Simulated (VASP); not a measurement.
Here is a VASP 6.6.1 calculation.

INCAR

```
PREC = Accurate ; ENCUT = 520
EDIFF = 1E-7 ; ISMEAR = -1
SIGMA = 0.05 ; LREAL = False
LASPH = True ; NELM = 80
ALGO = Normal ; ISIF = 2
LWAVE = False ; LCHARG = False
NBANDS = 12
```

File KPOINTS:

```
Automatic mesh
0
Gamma
  18 18 18
```

POSCAR

```
Au
1.0
   -1.6071008517      1.6071008517      1.6071008517
    1.6071008517     -1.6071008517      1.6071008517
    1.6071008517      1.6071008517     -1.6071008517
Au
1
Direct
    0.0000000000      0.0000000000      0.0000000000
```

Potentials or basis: VASP PAW LDA potentials, release 64 (Au).

Run with:

```bash
$ cat potpaw_LDA.64/Au/POTCAR > POTCAR
$ mpirun -np 1 vasp_std > vasp.out
```

Task: What does it give for the pressure?

Result: 0.5 GPa.
